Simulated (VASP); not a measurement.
# W8C9 in VASP: further runs

Runs on W8C9. Level: PBE. Tasks: single point.

Program: VASP 6.6.1. These are calculated values, not measurements. Logs are shortened: lines on timing, memory, paths and dates and some standing lists are left out, and cuts for length are marked.

## Step 1: The cell of the first run

The cell holds a slab with vacuum, 17 atoms: a = 5.796 Å, b = 5.796 Å, c = 15.252 Å, α = 90.00°, β = 90.00°, γ = 120.00°.

## Step 2: Single point, PBE

File INCAR:

```
PREC = Accurate
ENCUT = 520
EDIFF = 1E-7
ISMEAR = -1
SIGMA = 0.15
LREAL = Auto
LASPH = T
NELM = 100
ALGO = Normal
ISIF = 2
LWAVE = F
LCHARG = F
GGA = PE
NBANDS = 88
```

File KPOINTS:

```
regular mesh
0
Gamma
  2 2 1
```

File POSCAR:

```
W8C9
1.0
    5.7964600000      0.0000000000      0.0000000000
   -2.8982300000      5.0198820000      0.0000000000
    0.0000000000      0.0000000000     15.2522600000
W C
8 9
Direct
    0.0000000000      0.0000000000      0.0655640541
    0.0189104830      0.0297815765      0.2534771896
   -0.0000014960      0.4999918325      0.0655640541
    0.0085387629      0.5212473122      0.2640526715
    0.4999948244      0.0000000000      0.0655640541
    0.4765347056     -0.0004780989      0.2458586465
    0.4999933285      0.4999918325      0.0655640541
    0.4740676681      0.5017249409      0.2687863962
    0.3609370791      0.2186704787      0.1690765827
    0.4321751009      0.2085706397      0.3545507354
    0.3465490968      0.6853348346      0.1461619458
    0.3678690532      0.7514718473      0.3440277047
    0.8407922281      0.1539279210      0.1569865712
    0.7874363376      0.1403419443      0.3333801024
    0.8302032710      0.6626251374      0.1691487032
    0.8023910241      0.6746971343      0.3318983547
    0.5385617299      0.0132672441      0.3839234317
```

Potentials or basis: VASP PAW PBE potentials, release 64 (W_sv, C).

Command:

```console
> cat potpaw_PBE.64/W_sv/POTCAR potpaw_PBE.64/C/POTCAR > POTCAR
> mpirun -np 1 vasp_std > vasp.out
```

OUTCAR:

```text
PREC = Accurate
   ENCUT = 520
   EDIFF = 1E-7
   ISMEAR = -1
   LREAL = Auto
   LASPH = T
   NELM = 100
   ISIF = 2
   GGA = PE

 ion  position               nearest neighbor table
   1  0.000  0.000  0.066-  13 2.10  15 2.32   9 2.41   2 2.87   7 2.90   3 2.90   5 2.90   5 2.90
                             3 2.90   7 2.90
   2  0.019  0.030  0.253-  13 2.12  14 2.13   9 2.15  16 2.16  15 2.25  10 2.59   8 2.70   6 2.75
                             1 2.87   4 2.88   4 2.92   6 3.06   8 3.12
   3  1.000  0.500  0.066-  11 2.13  13 2.23  15 2.30   1 2.90   7 2.90   5 2.90   5 2.90   7 2.90
                             1 2.90   4 3.03
   4  0.009  0.521  0.264-  16 2.09  15 2.16  14 2.19  12 2.20  13 2.46  11 2.47   6 2.76   8 2.76
                             2 2.88   2 2.92   3 3.03   8 3.04   6 3.07
   5  0.500  0.000  0.066-  11 2.00  13 2.21   9 2.40   6 2.75   7 2.90   1 2.90   3 2.90   3 2.90
                             1 2.90   7 2.90
   6  0.477  1.000  0.246-  12 1.95  14 2.06   9 2.07  17 2.13  10 2.14  11 2.20  13 2.28   2 2.75
                             5 2.75   4 2.76   8 2.90   8 2.94   2 3.06   4 3.07
   7  0.500  0.500  0.066-  11 2.10   9 2.12  15 2.29   5 2.90   1 2.90   3 2.90   3 2.90   1 2.90
                             5 2.90   8 3.10
   8  0.474  0.502  0.269-  16 1.91  10 2.06   9 2.09  12 2.16  15 2.35  11 2.44   2 2.70   4 2.76
                             6 2.90   6 2.94   4 3.04   7 3.10   2 3.12
   9  0.361  0.219  0.169-   6 2.07   8 2.09   7 2.12   2 2.15   5 2.40   1 2.41
  10  0.432  0.209  0.355-  17 1.60   8 2.06   6 2.14   2 2.59
  11  0.347  0.685  0.146-   5 2.00   7 2.10   3 2.13   6 2.20   8 2.44   4 2.47
  12  0.368  0.751  0.344-  17 1.47   6 1.95   8 2.16   4 2.20
  13  0.841  0.154  0.157-   1 2.10   2 2.12   5 2.21   3 2.23   6 2.28   4 2.46
  14  0.787  0.140  0.333-  17 1.47   6 2.06   2 2.13   4 2.19
  15  0.830  0.663  0.169-   4 2.16   2 2.25   7 2.29   3 2.30   1 2.32   8 2.35
  16  0.802  0.675  0.332-   8 1.91   4 2.09   2 2.16
  17  0.539  0.013  0.384-  12 1.47  14 1.47  10 1.60   6 2.13

  LATTYP: Found a hexagonal cell.
 ALAT       =     5.7964600000
 C/A-ratio  =     2.6313060040

  Lattice vectors:

 A1 = (   5.7964600000,   0.0000000000,   0.0000000000)
 A2 = (  -2.8982300000,   5.0198820000,   0.0000000000)
 A3 = (   0.0000000000,   0.0000000000,  15.2522600000)

Analysis of symmetry for initial positions (statically):
=====================================================================
 Subroutine PRICEL returns:
 Original cell was already a primitive cell.

 Routine SETGRP: Setting up the symmetry group for a
 hexagonal supercell.

 Subroutine GETGRP returns: Found  1 space group operations
 (whereof  1 operations were pure point group operations)
 out of a pool of 24 trial point group operations.

The static configuration has the point symmetry C_1 .

Analysis of symmetry for dynamics (positions and initial velocities):
=====================================================================
 Subroutine PRICEL returns:
 Original cell was already a primitive cell.

 Routine SETGRP: Setting up the symmetry group for a
 hexagonal supercell.

 Subroutine GETGRP returns: Found  1 space group operations
 (whereof  1 operations were pure point group operations)
 out of a pool of 24 trial point group operations.

The dynamic configuration has the point symmetry C_1 .

 Subroutine INISYM returns: Found  1 space group operations
 (whereof  1 operations are pure point group operations),
 and found     1 'primitive' translations

----------------------------------------------------------------------------------------

                                     Primitive cell

  volume of cell :     443.8033

  direct lattice vectors                    reciprocal lattice vectors
     5.796460000  0.000000000  0.000000000     0.172519089  0.099603935  0.000000000
    -2.898230000  5.019882000  0.000000000     0.000000000  0.199207870  0.000000000
     0.000000000  0.000000000 15.252260000     0.000000000  0.000000000  0.065564054

  length of vectors
     5.796460000  5.796460336 15.252260000     0.199207881  0.199207870  0.065564054

  position of ions in fractional coordinates (direct lattice)
     0.000000000  0.000000000  0.065564054
     0.018910483  0.029781576  0.253477190
     0.999998504  0.499991833  0.065564054
     0.008538763  0.521247312  0.264052671
     0.499994824  0.000000000  0.065564054
     0.476534706  0.999521901  0.245858646
[... 9 lines left out ...]
     0.802391024  0.674697134  0.331898355
     0.538561730  0.013267244  0.383923432

  ion indices of the primitive-cell ions
   primitive index   ion index
                 1           1
                 2           2
                 3           3
                 4           4
                 5           5
                 6           6
[... 9 lines left out ...]
                16          16
                17          17

[... 60 lines left out ...]
   PSTRESS=    0.0 pullay stress
   NELECT =     148.0000    total number of electrons
   NUPDOWN=      -1.0000    fix difference up-down
   EMIN   =  10.00;   EMAX   =-10.00  energy-range for DOS
   EFERMI =   0.00;   METHOD = LEGACY
   ISMEAR =    -1;   SIGMA  =   0.15  broadening in eV -4-tet -1-fermi 0-gaus
   EFERMI_NEDOS =   21; number of points for ismear=-14 and -15
   IALGO  =     38    algorithm
   IMIX   =      4    mixing-type and parameters
     AMIX     =   0.40;   BMIX     =  1.00
     AMIX_MAG =   1.60;   BMIX_MAG =  1.00
  volume/ion in A,a.u.               =      26.11       176.17
  Fermi-wavevector in a.u.,A,eV,Ry     =   1.135268  2.145346 17.535656  1.288834
  Thomas-Fermi vector in A             =   2.271973
   LORBIT       =      0    0 simple, 1 ext, 2 COOP (PROOUT), +10 PAW based schemes
   GGA     = PE    functional components
   LHFCALC =     F    Hartree Fock is set to
   AEXX    =    0.0000 exact exchange contribution
   IVDW    =     0    specifies the selected vdW correction
   LEPSILON=     F    determine dielectric tensor
   LRPA    =     F    only Hartree local field effects (RPA)
 non-spin polarized calculation
  energy-cutoff  :      520.00
  volume of cell :      443.80
 maximum number of plane-waves:     11985
 NGX is ok and might be reduce to    48
   NGX = 21   NGY = 21   NGZ = 57

 number of electron     147.9999996 magnetization

 Free energy of the ion-electron system (eV)
  ---------------------------------------------------
  ext. energy  EPLUGINS =         0.00000000
  ---------------------------------------------------
  free energy    TOTEN  =      -169.98668847 eV

  energy without entropy =     -169.51336329  energy(sigma->0) =     -169.75002588

 E-fermi :   1.2652     XC(G=0):  -6.6869

 val. band max:        1.2232694435   @ k =   0.0000   0.0000   0.0000
 cond. band min:       1.3962401668   @ k =   0.0000   0.0000   0.0000
 fundamental gap:      0.1729707233
 Fermi energy:         1.2651983860

 k-point     1 :       0.0000    0.0000    0.0000
  band No.  band energies     occupation
      1     -72.9706      2.00000
      2     -72.8929      2.00000
      3     -72.8733      2.00000
      4     -72.8412      2.00000
      5     -72.8192      2.00000
      6     -72.7868      2.00000
[... 78 lines left out ...]
     85       4.2653      0.00000
     86       4.4590      0.00000

 k-point     2 :       0.5000    0.0000    0.0000
  band No.  band energies     occupation
      1     -72.9647      2.00000
      2     -72.8942      2.00000
      3     -72.8692      2.00000
      4     -72.8371      2.00000
      5     -72.8278      2.00000
      6     -72.7882      2.00000
[... 78 lines left out ...]
     85       3.2978      0.00000
     86       3.4503      0.00000

 k-point     3 :       0.0000    0.5000    0.0000
  band No.  band energies     occupation
      1     -72.9649      2.00000
      2     -72.8934      2.00000
      3     -72.8703      2.00000
      4     -72.8392      2.00000
      5     -72.8262      2.00000
      6     -72.7854      2.00000
[... 78 lines left out ...]
     85       3.4674      0.00000
     86       3.6851      0.00000

 k-point     4 :       0.5000    0.5000    0.0000
  band No.  band energies     occupation
      1     -72.9658      2.00000
      2     -72.8876      2.00000
      3     -72.8685      2.00000
      4     -72.8502      2.00000
      5     -72.8196      2.00000
      6     -72.7907      2.00000
[... 78 lines left out ...]
     85       3.3494      0.00000
     86       3.5507      0.00000
 [bands above 86 left out]

------------------------ aborting loop because EDIFF is reached ----------------------------------------

  FORCE on cell =-STRESS in cart. coord.  units (eV):
  Direction    XX          YY          ZZ          XY          YZ          ZX
  --------------------------------------------------------------------------------------
  -------------------------------------------------------------------------------------
  Total       -0.1791653      0.4117684     -7.1725962      2.5064333     -4.4586733      2.2089605
  in kB       -0.6468059      1.4865277    -25.8938370      9.0484915    -16.0962860      7.9745829
  external PRESSURE =      -8.3513718 kB  Pullay stress =       0.0000000 kB

 VOLUME and BASIS-vectors are now :
 -----------------------------------------------------------------------------
  energy-cutoff  :      520.00
  volume of cell :      443.80
      direct lattice vectors                 reciprocal lattice vectors
     5.796460000  0.000000000  0.000000000     0.172519089  0.099603935  0.000000000
    -2.898230000  5.019882000  0.000000000     0.000000000  0.199207870  0.000000000
     0.000000000  0.000000000 15.252260000     0.000000000  0.000000000  0.065564054

 POSITION                                       TOTAL-FORCE (eV/Angst)
 -----------------------------------------------------------------------------------
      0.00000      0.00000      1.00000        -0.034153     -0.092172      1.613038
      0.02330      0.14950      3.86610        -2.625694     -3.866066      1.868940
      4.34736      2.50990      1.00000        -0.473552      0.168331      1.812381
     -1.46120      2.61660      4.02740        -1.955624     -0.924552      0.289981
      2.89820      0.00000      1.00000         0.269937      1.180926     -0.359797
     -0.13463      5.01748      3.74990         3.260840      3.033891     -2.422627
[... 9 lines left out ...]
      2.69560      3.38690      5.06220         2.788202      1.377814      0.501477
      3.08330      0.06660      5.85570        -1.772551      1.723502     -1.678668
 -----------------------------------------------------------------------------------
    total drift:                                0.000600     -0.010373     -0.007511

  FREE ENERGIE OF THE ION-ELECTRON SYSTEM (eV)
  ---------------------------------------------------
  free  energy   TOTEN  =      -169.9866884664 eV

  energy  without entropy=     -169.5133632920  energy(sigma->0) =     -169.75002588
```

Run time: 4.8 min. Hardware: 1 thread of Intel Xeon 6975P-C (Granite Rapids), shared host; peak memory 0.6 GiB.

What came out:

* Free energy: -169.9867 eV
* Largest force: 5.070 eV/Å
* Band gap on the k mesh: zero (band 74 reaches 1.52 eV, above the bottom of band 75 at 1.01 eV)

Forces in eV/Å, atoms in the order of the input:
```
W   -0.034 -0.092  1.613
W   -2.626 -3.866  1.869
W   -0.474  0.168  1.812
W   -1.956 -0.925  0.290
W    0.270  1.181 -0.360
W    3.261  3.034 -2.423
W    0.387  0.566  2.351
W    2.671  2.491 -0.637
C   -0.726 -2.270 -3.748
C   -0.523 -2.399 -0.180
C   -0.891 -1.333  0.791
C   -0.854 -3.448  1.745
C   -1.113  1.280 -0.788
C    1.162  1.618  1.112
C    0.429  0.892 -2.270
C    2.788  1.378  0.501
C   -1.773  1.724 -1.679
```

Levels at points of the mesh, in eV from the Fermi level:
| k point | band 73 | band 74 | band 75 | band 76 | band 77 | band 78 |
| --- | --- | --- | --- | --- | --- | --- |
| (0.00, 0.00, 0.00) | 0.13 | 0.25 | 0.28 | 0.41 | 0.68 | 1.37 |
| (0.50, 0.00, 0.00) | -0.70 | -0.22 | -0.14 | 0.47 | 0.61 | 0.82 |
| (0.00, 0.50, 0.00) | -0.54 | -0.29 | -0.06 | 0.70 | 0.94 | 1.10 |
| (0.50, 0.50, 0.00) | -0.84 | -0.60 | -0.26 | 0.49 | 0.85 | 1.01 |

Caveat: the k points lie up to 0.63 Å⁻¹ apart; spin-orbit coupling is left out, which moves the levels of the heavy elements.

## Step 3: Single point, PBE

File INCAR:

```
SYSTEM = W8C9
  ALGO = Normal
  EDIFF = 1E-7
  ENCUT = 520
  GGA = PE
  ISIF = 2
  ISMEAR = -1
  LASPH = .True.
  LCHARG = .True.
  LELF = .True.
  LREAL = Auto
  LVHAR = .True.
  LWAVE = .False.
  NBANDS = 88
  NELM = 80
  PREC = Accurate
  SIGMA = 0.15
```

File KPOINTS:

```
k-points
0
Gamma
  2 2 1
  0 0 0
```

File POSCAR:

```
W8C9
1.0
    5.7964600000      0.0000000000      0.0000000000
   -2.8982300000      5.0198820000      0.0000000000
    0.0000000000      0.0000000000     15.2522600000
W C
8 9
Direct
    0.0000000000      0.0000000000      0.0655640541
   -0.0303396717      0.0012550096      0.2608924841
   -0.0000014960      0.4999918325      0.0655640541
   -0.0121004192      0.5268251325      0.2675472356
    0.4999948244      0.0000000000      0.0655640541
    0.4815729673      0.0193630049      0.2425214362
    0.4999933285      0.4999918325      0.0655640541
    0.5012124822      0.5185779267      0.2724907653
    0.2887722040      0.0927312634      0.1617596343
    0.3564408642      0.1699641545      0.3484532784
    0.3063396656      0.6103330716      0.1547508369
    0.3886951945      0.7203555781      0.3459356187
    0.7976119522      0.1609001965      0.1612613475
    0.7584724010      0.1493859816      0.3616185405
    0.7833426040      0.6612705239      0.1755215293
    0.8508652774      0.7061918985      0.3368943357
    0.4707584033     -0.0315943682      0.3790848045
```

Potentials or basis: VASP PAW PBE potentials, release 64 (W_sv, C).

Command:

```console
> cat potpaw_PBE.64/W_sv/POTCAR potpaw_PBE.64/C/POTCAR > POTCAR
> mpirun -np 1 vasp_std > vasp.out
```

Run time: 5 min. Hardware: 1 thread of Intel Xeon 6975P-C (Granite Rapids), shared host; peak memory 0.6 GiB.

The run converged. Its results:

```yaml
Free_energy: -168.8437 eV
Largest_force: 6.676 eV/Å
Band_gap_on_the_k_mesh: zero (band 74 reaches 1.44 eV, above the bottom of band 75 at 1.02 eV)
```

Forces on the atoms (eV/Å):
```
W   -0.593 -0.501  2.418
W    1.040  3.684 -0.194
W   -0.334 -0.940  2.190
W    2.055 -3.469 -0.839
W   -0.655 -0.779 -0.289
W    4.170 -2.441  3.627
W   -0.047 -0.057  2.023
W   -2.274 -4.026 -1.366
C   -4.096  2.736 -4.507
C    0.581 -1.811 -0.071
C   -1.018  2.225  0.378
C   -3.033 -0.907  0.001
C    2.135  1.103 -1.874
C    0.285  0.206 -2.271
C    2.300  0.426 -3.088
C   -0.176 -0.540  2.701
C   -0.342  5.093  1.159
```

Levels at points of the mesh, in eV from the Fermi level:
```tsv
k point	band 71	band 72	band 73	band 74	band 75	band 76	band 77	band 78
(0.00, 0.00, 0.00)	-0.23	-0.16	0.11	0.23	0.30	0.37	0.86	1.42
(0.50, 0.00, 0.00)	-1.17	-0.80	-0.70	-0.54	-0.19	0.51	0.68	0.82
(0.00, 0.50, 0.00)	-1.04	-0.80	-0.56	-0.45	0.00	0.50	0.84	0.98
(0.50, 0.50, 0.00)	-1.03	-0.96	-0.83	-0.58	-0.01	0.47	0.86	1.11
```

Caveat: the k points lie up to 0.63 Å⁻¹ apart; spin-orbit coupling is left out, which moves the levels of the heavy elements.

## Step 4: Single point, PBE

File INCAR:

```
SYSTEM = W8C9
PREC     = Accurate       ! precision mode
ENCUT    = 520            ! plane-wave cutoff, eV
EDIFF    = 1E-6           ! SCF threshold, eV
ISMEAR   = -1             ! smearing method
SIGMA    = 0.15           ! smearing width, eV
LREAL    = Auto         
LASPH    = .True.         ! aspherical terms in the spheres
NELM     = 60             ! most SCF steps
ALGO     = Normal         ! electronic algorithm
ISIF     = 2              ! what is computed and relaxed
LWAVE    = .False.        ! write WAVECAR
LCHARG   = .False.        ! write CHGCAR
GGA      = PE             ! functional
NBANDS   = 88             ! bands
```

File KPOINTS:

```
Automatic mesh
0
Gamma
  2 2 1
  0 0 0
```

File POSCAR:

```
W8C9
1.0
    5.7964600000      0.0000000000      0.0000000000
   -2.8982300000      5.0198820000      0.0000000000
    0.0000000000      0.0000000000     15.2522600000
W C
8 9
Direct
    0.0000000000      0.0000000000      0.0655640541
   -0.0477323161     -0.0007171483      0.2664719851
   -0.0000014960      0.4999918325      0.0655640541
   -0.0162685511      0.5094143647      0.2653901782
    0.4999948244      0.0000000000      0.0655640541
    0.4924614503      0.0208172224      0.2415183061
    0.4999933285      0.4999918325      0.0655640541
    0.5068763570      0.5220043021      0.2702222490
    0.4059905916      0.2746877317      0.1628545540
    0.2992987585      0.1346246784      0.3440408176
    0.3313235249      0.6599557519      0.1510858063
    0.3064515315      0.7710340602      0.3393136493
    0.8230545725      0.1663784129      0.1527314641
    0.7714070689      0.1629719583      0.3450767296
    0.8295857778      0.6633223649      0.1354815614
    0.8070747677      0.6455928645      0.3478041943
    0.4671567588      0.0455986814      0.3727840989
```

Command:

```console
> cat potpaw_PBE.64/W_sv/POTCAR potpaw_PBE.64/C/POTCAR > POTCAR
> mpirun -np 1 vasp_std > vasp.out
```

Run time: 4.4 min. Hardware: 1 thread of Intel Xeon 6975P-C (Granite Rapids), shared host; peak memory 0.6 GiB.

Results (log left out):

```
Free energy            : -169.0720 eV
Largest force          : 6.099 eV/Å
Band gap on the k mesh : zero (band 74 reaches 1.46 eV, above the bottom of band 75 at 0.97 eV)
```

Forces on the atoms (eV/Å):
```
W   -0.541  1.426  0.695
W    2.496  1.361  0.458
W    1.036 -0.415  0.179
W    0.506  0.444 -0.410
W   -0.140  0.595 -0.869
W   -0.966  0.179 -3.410
W   -1.673  1.268 -2.664
W   -3.445 -0.997 -0.671
C   -0.381 -6.086  0.070
C   -0.861  2.635 -0.884
C   -0.907  1.361  0.525
C    1.777 -2.583  1.495
C    1.262  0.155 -0.184
C   -1.492 -0.301  0.194
C    0.834  1.461  3.998
C   -0.045  1.255 -1.034
C    2.539 -1.758  2.512
```

Levels at points of the mesh, in eV from the Fermi level:
| k point | band 73 | band 74 | band 75 | band 76 | band 77 | band 78 |
| --- | --- | --- | --- | --- | --- | --- |
| (0.00, 0.00, 0.00) | 0.07 | 0.23 | 0.31 | 0.67 | 0.75 | 1.38 |
| (0.50, 0.00, 0.00) | -0.54 | -0.40 | -0.26 | 0.50 | 0.85 | 0.96 |
| (0.00, 0.50, 0.00) | -0.88 | -0.47 | -0.02 | 0.82 | 0.98 | 1.02 |
| (0.50, 0.50, 0.00) | -0.69 | -0.56 | -0.10 | 0.68 | 0.88 | 1.19 |

Caveat: the k points lie up to 0.63 Å⁻¹ apart; spin-orbit coupling is left out, which moves the levels of the heavy elements.
